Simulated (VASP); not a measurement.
# Nb (Fd-3m) in VASP: a series of runs

The runs below take Nb through single point, relaxation of cell and atoms, with r2SCAN.

Program: VASP 6.6.1. These are calculated values, not measurements. Logs are shortened: lines on timing, memory, paths and dates and some standing lists are left out, and cuts for length are marked.

## (1) The cell of the first run

Symmetry: Fd-3m, No. 227, cubic system. Conventional cell: a = 5.851 Å, b = 5.851 Å, c = 5.851 Å, α = 90.00°, β = 90.00°, γ = 90.00°. Within 3.3 Å of Nb (site symmetry -43m) lie 4 Nb at 2.53 Å.

This isn't the form of Nb at room conditions, which is bcc.

## (2) Single point, r2SCAN

Contents of POSCAR:

```
Nb
1.0
    0.0000000000      2.9257064171      2.9257064171
    2.9257064171      0.0000000000      2.9257064171
    2.9257064171      2.9257064171      0.0000000000
Nb
2
Direct
    0.0000000000      0.0000000000      0.0000000000
    0.2500000000      0.2500000000      0.2500000000
```

Contents of INCAR.step1:

```
SYSTEM = Nb
  PREC = Accurate
  ENCUT = 520
  ISMEAR = 0
  SIGMA = 0.1
  LREAL = .FALSE.
  LASPH = .TRUE.
  NELM = 100
  NBANDS = 20
  GGA = PE
  ALGO = Normal
  EDIFF = 1E-4
  LWAVE = .TRUE.
  LCHARG = .FALSE.
```

Contents of INCAR.step2:

```
SYSTEM = Nb
  PREC = Accurate
  ENCUT = 520
  EDIFF = 1E-6
  ISMEAR = 0
  SIGMA = 0.1
  LREAL = .FALSE.
  LASPH = .TRUE.
  NELM = 100
  ALGO = Normal
  ISIF = 2
  LWAVE = .FALSE.
  LCHARG = .FALSE.
  METAGGA = R2SCAN
  LMIXTAU = .TRUE.
  NBANDS = 20
  ISTART = 1
```

Contents of KPOINTS:

```
regular mesh
0
G
  16 16 16
  0 0 0
```

Potentials or basis: VASP PAW PBE potentials, release 64 (Nb_sv).

The run is started by

```console
$ cat potpaw_PBE.64/Nb_sv/POTCAR > POTCAR
$ cp INCAR.step1 INCAR
$ mpirun -np 1 vasp_std > vasp.out
$ cp INCAR.step2 INCAR
$ mpirun -np 1 vasp_std > vasp.out
```

OUTCAR:

```text
SYSTEM = Nb
   PREC = Accurate
   ENCUT = 520
   EDIFF = 1E-6
   ISMEAR = 0
   LREAL = .FALSE.
   LASPH = .TRUE.
   NELM = 100
   ISIF = 2
   METAGGA = R2SCAN
   ISTART = 1

 ion  position               nearest neighbor table
   1  0.000  0.000  0.000-   2 2.53   2 2.53   2 2.53   2 2.53
   2  0.250  0.250  0.250-   1 2.53   1 2.53   1 2.53   1 2.53

  LATTYP: Found a face centered cubic cell.
 ALAT       =     5.8514128342

  Lattice vectors:

 A1 = (   0.0000000000,   2.9257064171,   2.9257064171)
 A2 = (   2.9257064171,   0.0000000000,   2.9257064171)
 A3 = (   2.9257064171,   2.9257064171,   0.0000000000)

Analysis of symmetry for initial positions (statically):
=====================================================================
 Subroutine PRICEL returns:
 Original cell was already a primitive cell.

 Routine SETGRP: Setting up the symmetry group for a
 face centered cubic supercell.

 Subroutine GETGRP returns: Found 48 space group operations
 (whereof 24 operations were pure point group operations)
 out of a pool of 48 trial point group operations.

The static configuration has the point symmetry T_d .
 The point group associated with its full space group is O_h .

Analysis of symmetry for dynamics (positions and initial velocities):
=====================================================================
 Subroutine PRICEL returns:
 Original cell was already a primitive cell.

 Routine SETGRP: Setting up the symmetry group for a
 face centered cubic supercell.

 Subroutine GETGRP returns: Found 48 space group operations
 (whereof 24 operations were pure point group operations)
 out of a pool of 48 trial point group operations.

The dynamic configuration has the point symmetry T_d .
 The point group associated with its full space group is O_h .

 Subroutine INISYM returns: Found 48 space group operations
 (whereof 24 operations are pure point group operations),
 and found     1 'primitive' translations

----------------------------------------------------------------------------------------

                                     Primitive cell

  volume of cell :      50.0867

  direct lattice vectors                    reciprocal lattice vectors
     0.000000000  2.925706417  2.925706417    -0.170898897  0.170898897  0.170898897
     2.925706417  0.000000000  2.925706417     0.170898897 -0.170898897  0.170898897
     2.925706417  2.925706417  0.000000000     0.170898897  0.170898897 -0.170898897

  length of vectors
     4.137573695  4.137573695  4.137573695     0.296005573  0.296005573  0.296005573

  position of ions in fractional coordinates (direct lattice)
     0.000000000  0.000000000  0.000000000
     0.250000000  0.250000000  0.250000000

  ion indices of the primitive-cell ions
   primitive index   ion index
                 1           1
                 2           2

----------------------------------------------------------------------------------------

 KPOINTS: regular mesh

Automatic generation of k-mesh.
 Grid dimensions read from file:
 generate k-points for:   16   16   16

 Generating k-lattice:

  Cartesian coordinates                     Fractional coordinates (reciprocal lattice)
    -0.010681181  0.010681181  0.010681181     0.062500000  0.000000000  0.000000000
     0.010681181 -0.010681181  0.010681181     0.000000000  0.062500000  0.000000000
     0.010681181  0.010681181 -0.010681181     0.000000000  0.000000000  0.062500000

  Length of vectors
     0.018500348  0.018500348  0.018500348

  Shift w.r.t. Gamma in fractional coordinates (k-lattice)
     0.000000000  0.000000000  0.000000000

 Subroutine IBZKPT returns following result:
 ===========================================

 Found    145 irreducible k-points:

 Following reciprocal coordinates:
            Coordinates               Weight
  0.000000  0.000000  0.000000      1.000000
  0.062500  0.000000  0.000000      8.000000
  0.125000  0.000000  0.000000      8.000000
  0.187500  0.000000  0.000000      8.000000
  0.250000  0.000000  0.000000      8.000000
  0.312500  0.000000  0.000000      8.000000
[... 16 lines left out ...]
 -0.125000  0.062500  0.000000     24.000000
 -0.062500  0.062500  0.000000     12.000000
 [... further k-points ...]
   k-points           NKPTS =    145   k-points in BZ     NKDIM =    145   number of bands    NBANDS=     20
   number of dos      NEDOS =    301   number of ions     NIONS =      2
   total plane-waves  NPLWV =  32768
   dimension x,y,z NGX =    32 NGY =   32 NGZ =   32
   dimension x,y,z NGXF=    64 NGYF=   64 NGZF=   64
   ions per type =               2
   NGX,Y,Z   is equivalent  to a cutoff of  12.86, 12.86, 12.86 a.u.
   NGXF,Y,Z  is equivalent  to a cutoff of  25.71, 25.71, 25.71 a.u.
 SYSTEM =  Nb
   PREC   = accura    normal or accurate (medium, high low for compatibility)
   ISTART =      1    job   : 0-new  1-cont  2-samecut
   ICHARG =      0    charge: 1-file 2-atom 10-const
   ISPIN  =      1    spin polarized calculation?
   LNONCOLLINEAR =      F non collinear calculations
   LSORBIT =      F    spin-orbit coupling
   LASPH  =      T    aspherical Exc in radial PAW
   ENCUT  =  520.0 eV  38.22 Ry    6.18 a.u.   7.69  7.69  7.69*2*pi/ulx,y,z
   NELM   =    100;   NELMIN=  2; NELMDL=  0     # of ELM steps
   EDIFF  = 0.1E-05   stopping-criterion for ELM
   LREAL  =      F    real-space projection
   EDIFFG = 0.1E-04   stopping-criterion for IOM
   NSW    =      0    number of steps for IOM
   IBRION =     -1    ionic relax: 0-MD 1-quasi-New 2-CG
   NFREE  =      0    steps in history (QN), initial steepest desc. (CG)
   ISIF   =      2    stress and relaxation
   ISYM   =      2    0-nonsym 1-usesym 2-fastsym
   POTIM  = 0.5000    time-step for ionic-motion
   TEBEG  =    0.0;   TEEND  =   0.0 temperature during run
   PSTRESS=    0.0 pullay stress
   NELECT =      26.0000    total number of electrons
   NUPDOWN=      -1.0000    fix difference up-down
   EMIN   =  10.00;   EMAX   =-10.00  energy-range for DOS
   EFERMI =   0.00;   METHOD = LEGACY
   ISMEAR =     0;   SIGMA  =   0.10  broadening in eV -4-tet -1-fermi 0-gaus
   EFERMI_NEDOS =   21; number of points for ismear=-14 and -15
   IALGO  =     38    algorithm
   IMIX   =      4    mixing-type and parameters
     AMIX     =   0.40;   BMIX     =  1.00
     AMIX_MAG =   1.60;   BMIX_MAG =  1.00
  volume/ion in A,a.u.               =      25.04       169.00
  Fermi-wavevector in a.u.,A,eV,Ry     =   1.315705  2.486322 23.552770  1.731080
  Thomas-Fermi vector in A             =   2.445869
   LORBIT       =      0    0 simple, 1 ext, 2 COOP (PROOUT), +10 PAW based schemes
   METAGGA = R2SCAN    functional components
   LHFCALC =     F    Hartree Fock is set to
   AEXX    =    0.0000 exact exchange contribution
   IVDW    =     0    specifies the selected vdW correction
   LEPSILON=     F    determine dielectric tensor
   LRPA    =     F    only Hartree local field effects (RPA)
 non-spin polarized calculation
 Gauss-broadening in eV      SIGMA  =   0.10
  energy-cutoff  :      520.00
  volume of cell :       50.09
 maximum number of plane-waves:      1369
   NGX = 15   NGY = 15   NGZ = 15

 number of electron      26.0000003 magnetization

 Free energy of the ion-electron system (eV)
  ---------------------------------------------------
  ext. energy  EPLUGINS =         0.00000000
  ---------------------------------------------------
  free energy    TOTEN  =       -44.33862583 eV

  energy without entropy =      -44.32318890  energy(sigma->0) =      -44.33090736

 E-fermi :   7.0478     XC(G=0): -11.1960

 val. band max:        7.0425139824   @ k =   0.3125   0.0625   0.0000
 cond. band min:       7.0508071251   @ k =  -0.3750   0.2500   0.0000
 fundamental gap:      0.0082931427
 Fermi energy:         7.0477688424

 k-point     1 :       0.0000    0.0000    0.0000
  band No.  band energies     occupation
      1     -49.2593      2.00000
      2     -48.4381      2.00000
      3     -25.0097      2.00000
      4     -25.0097      2.00000
      5     -25.0097      2.00000
      6     -23.7258      2.00000
[... 12 lines left out ...]
     19      12.7416      0.00000
     20      18.4361      0.00000

 k-point     2 :       0.0625    0.0000    0.0000
  band No.  band energies     occupation
      1     -49.2537      2.00000
      2     -48.4442      2.00000
      3     -25.0163      2.00000
      4     -25.0163      2.00000
      5     -25.0095      2.00000
      6     -23.7259      2.00000
[... 12 lines left out ...]
     19      12.7281      0.00000
     20      17.9883      0.00000

 k-point     3 :       0.1250    0.0000    0.0000
  band No.  band energies     occupation
      1     -49.2370      2.00000
      2     -48.4623      2.00000
      3     -25.0346      2.00000
      4     -25.0346      2.00000
      5     -25.0091      2.00000
      6     -23.7259      2.00000
[... 12 lines left out ...]
     19      12.6856      0.00000
     20      17.5263      0.00000

 k-point     4 :       0.1875    0.0000    0.0000
  band No.  band energies     occupation
      1     -49.2106      2.00000
      2     -48.4908      2.00000
      3     -25.0609      2.00000
      4     -25.0609      2.00000
      5     -25.0090      2.00000
      6     -23.7253      2.00000
[... 12 lines left out ...]
     19      12.6081      0.00000
     20      17.1947      0.00000

 k-point     5 :       0.2500    0.0000    0.0000
  band No.  band energies     occupation
      1     -49.1764      2.00000
      2     -48.5275      2.00000
      3     -25.0906      2.00000
      4     -25.0906      2.00000
      5     -25.0096      2.00000
      6     -23.7237      2.00000
[... 12 lines left out ...]
     19      12.4865      0.00000
     20      16.3983      0.00000
[... 353 lines left out ...]
      6     -23.7502      2.00000
[... 12 lines left out ...]
     19      12.6958      0.00000
     20      15.9171      0.00000

 k-point    22 :      -0.1875    0.0625    0.0000
  band No.  band energies     occupation
      1     -49.1951      2.00000
      2     -48.5075      2.00000
      3     -25.1043      2.00000
      4     -25.0640      2.00000
      5     -24.9876      2.00000
      6     -23.7460      2.00000
[... 12 lines left out ...]
     19      12.7863      0.00000
     20      17.0847      0.00000

 k-point    23 :      -0.1250    0.0625    0.0000
  band No.  band energies     occupation
      1     -49.2243      2.00000
      2     -48.4760      2.00000
      3     -25.0697      2.00000
      4     -25.0384      2.00000
      5     -24.9946      2.00000
      6     -23.7403      2.00000
[... 12 lines left out ...]
     19      12.8135      0.00000
     20      17.3804      0.00000

 k-point    24 :      -0.0625    0.0625    0.0000
  band No.  band energies     occupation
      1     -49.2443      2.00000
      2     -48.4544      2.00000
      3     -25.0386      2.00000
      4     -25.0213      2.00000
      5     -25.0023      2.00000
      6     -23.7331      2.00000
[... 12 lines left out ...]
     19      12.7902      0.00000
     20      17.6832      0.00000

 [... further k-points ...]

------------------------ aborting loop because EDIFF is reached ----------------------------------------

  FORCE on cell =-STRESS in cart. coord.  units (eV):
  Direction    XX          YY          ZZ          XY          YZ          ZX
  --------------------------------------------------------------------------------------
  -------------------------------------------------------------------------------------
  Total        0.0288871      0.0288871      0.0288871     -0.0000000      0.0000000     -0.0000000
  in kB        0.9240427      0.9240427      0.9240427     -0.0000000      0.0000000     -0.0000000
  external PRESSURE =       0.9240427 kB  Pullay stress =       0.0000000 kB

 VOLUME and BASIS-vectors are now :
 -----------------------------------------------------------------------------
  energy-cutoff  :      520.00
  volume of cell :       50.09
      direct lattice vectors                 reciprocal lattice vectors
     0.000000000  2.925706417  2.925706417    -0.170898897  0.170898897  0.170898897
     2.925706417  0.000000000  2.925706417     0.170898897 -0.170898897  0.170898897
     2.925706417  2.925706417  0.000000000     0.170898897  0.170898897 -0.170898897

 POSITION                                       TOTAL-FORCE (eV/Angst)
 -----------------------------------------------------------------------------------
      0.00000      0.00000      0.00000        -0.000000     -0.000000     -0.000000
      1.46285      1.46285      1.46285         0.000000      0.000000      0.000000
 -----------------------------------------------------------------------------------
    total drift:                               -0.000000      0.000000      0.000000

  FREE ENERGIE OF THE ION-ELECTRON SYSTEM (eV)
  ---------------------------------------------------
  free  energy   TOTEN  =       -44.3386258279 eV

  energy  without entropy=      -44.3231889013  energy(sigma->0) =      -44.33090736
```

Wall time 3.9 min (1 thread of Intel Xeon Platinum 8488C (Sapphire Rapids), shared host); peak memory 0.26 GiB.

What came out:

```yaml
Free_energy: -44.3386 eV
Pressure: 0.1 GPa
Band_gap_on_the_k_mesh: zero (bands 13 and 14 overlap by 1.59 eV)
```

Caveat: the PAW data sets were made with another functional, which shifts forces and pressure a little.

## (3) Relaxation of cell and atoms, r2SCAN

This run uses another cell than the first one, of 25.12 Å³/atom.

Contents of POSCAR:

```
Nb
1.0
    0.0000000000      2.9285435843      2.9285435843
    2.9285435843      0.0000000000      2.9285435843
    2.9285435843      2.9285435843      0.0000000000
Nb
2
Direct
    0.0000000000      0.0000000000      0.0000000000
    0.2500000000      0.2500000000      0.2500000000
```

Contents of INCAR.step1:

```
PREC = Accurate ; ENCUT = 600
ISMEAR = 0 ; SIGMA = 0.1
LREAL = F ; LASPH = T
NELM = 80 ; GGA = PE
ALGO = Normal ; EDIFF = 1E-4
LWAVE = T ; LCHARG = F
```

Contents of INCAR.step2:

```
PREC = Accurate ; ENCUT = 600
EDIFF = 1E-6 ; ISMEAR = 0
SIGMA = 0.1 ; LREAL = F
LASPH = T ; NELM = 80
ALGO = Normal ; ISIF = 3
LWAVE = F ; LCHARG = F
METAGGA = R2SCAN ; LMIXTAU = T
IBRION = 2 ; NSW = 100
EDIFFG = -0.01 ; ISTART = 1
```

Contents of KPOINTS:

```
regular mesh
0
Gamma
  16 16 16
```

Potentials or basis: VASP PAW PBE potentials, release 64 (Nb_sv).

The run is started by

```console
$ cat potpaw_PBE.64/Nb_sv/POTCAR > POTCAR
$ cp INCAR.step1 INCAR
$ mpirun -np 1 vasp_std > vasp.out
$ cp INCAR.step2 INCAR
$ mpirun -np 1 vasp_std > vasp.out
```

Run time: 32 min. Hardware: 1 thread of Oxide Virtual Turin-like, shared host; peak memory 0.28 GiB.

Results (log left out):

| Quantity | Value |
| --- | --- |
| Free energy | -44.3369 eV |
| Relaxed volume | 25.08 Å³/atom |
| Relaxed cell | a = 4.139 Å, b = 4.139 Å, c = 4.139 Å, α = 60.00°, β = 60.00°, γ = 60.00° |
| Space group after relaxing (to 0.1 Å) | Fd-3m (No. 227) |
| Energy gained by relaxing | 0.0 meV/atom |
| Ionic steps | 2 |
| Pressure after relaxing | 0.1 GPa |
| Band gap on the k mesh | zero (bands 13 and 14 overlap by 1.58 eV) |

Final structure:
```xyz
2
Lattice="0.0000 2.9270 2.9270 2.9270 0.0000 2.9270 2.9270 2.9270 0.0000" Properties=species:S:1:pos:R:3 pbc="T T T"
Nb    2.9270    2.9270    5.8541
Nb    1.4635    1.4635    1.4635
```

Levels at points of the mesh, in eV from the Fermi level:
| k point | band 10 | band 11 | band 12 | band 13 | band 14 | band 15 | band 16 | band 17 |
| --- | --- | --- | --- | --- | --- | --- | --- | --- |
| (0.00, 0.00, 0.00) | -1.56 | -1.56 | -0.63 | -0.63 | -0.63 | 2.05 | 2.05 | 2.05 |
| (0.50, 0.00, 0.00) | -1.72 | -1.37 | -1.37 | -0.87 | -0.87 | 0.74 | 3.24 | 3.24 |
| (0.50, 0.50, 0.00) | -2.57 | -0.81 | -0.81 | 0.46 | 0.46 | 1.42 | 1.42 | 5.03 |

Caveat: the PAW data sets were made with another functional, which shifts forces and pressure a little.
